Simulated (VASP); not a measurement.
A run of VASP 6.6.1 is set up as follows.

Contents of INCAR:

```
  ALGO = Normal
  EDIFF = 1E-7
  ENCUT = 520
  GGA = PE
  ISIF = 2
  ISMEAR = -1
  LASPH = True
  LCHARG = False
  LREAL = False
  LWAVE = False
  NBANDS = 21
  NELM = 100
  PREC = Accurate
  SIGMA = 0.05
```

KPOINTS

```
k-points
0
Gamma
  16 16 9
```

The input POSCAR:

```
Mo
1.0
    2.6745380146      0.0000000000      0.0000000000
   -1.3372690073      2.3162178640      0.0000000000
    0.0000000000      0.0000000000      4.6743067998
Mo
2
Direct
    0.3333333333      0.6666666667      0.2500000000
    0.6666666667      0.3333333333      0.7500000000
```

Potentials or basis: VASP PAW PBE potentials, release 64 (Mo_sv).

The run is started by

```console
$ cat potpaw_PBE.64/Mo_sv/POTCAR > POTCAR
$ mpirun -np 1 vasp_std > vasp.out
```

Problem. What does it give for the band gap on the k mesh?

Solution. Zero (band 14 reaches 15.10 eV, above the bottom of band 15 at 12.80 eV).

Problem. Predict the pressure.

Solution. 31.7 GPa.

Stress tensor (GPa, compression positive):
```
31.78  0.00  0.00
 0.00 31.78  0.00
 0.00  0.00 31.63
```
